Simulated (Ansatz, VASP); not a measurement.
**One calculation of Ga3Se, two programs**

```xyz
4
Lattice="4.4325 0.0000 0.0000 0.0000 4.4325 0.0000 0.0000 0.0000 4.4325" Properties=species:S:1:pos:R:3 pbc="T T T"
Ga    0.0000    2.2162    2.2162
Ga    2.2162    0.0000    2.2162
Ga    2.2162    2.2162    0.0000
Se    0.0000    0.0000    0.0000
```

Alike in both runs: task single point; functional PBEsol; k mesh 10 × 10 × 10; occupations gaussian, width 0.05 eV; no spin polarisation.

|  | VASP | Ansatz |
| --- | --- | --- |
| version | VASP 6.6.1 | Ansatz 0.2.0 |
| potentials or method | VASP PAW PBE potentials, release 64 (Ga_d, Se), cutoff 520 eV | scalar-relativistic, plane waves, PAW |
| valence electrons in the cell | 45 | 55 |

|  | VASP | Ansatz | Ansatz less VASP |
| --- | --- | --- | --- |
| gap on the k mesh at the Fermi level (eV) | none | none | - |
| pressure (GPa) | -3.6 | -3.6 | -0.04 |

VASP's potentials were made for PBE, not for PBEsol. A gap of «none» marks a metal or a gap that the smearing closes. VASP's potentials hold 45 valence electrons a cell and Ansatz's 55, so a difference there can come from the potentials and not from the codes.
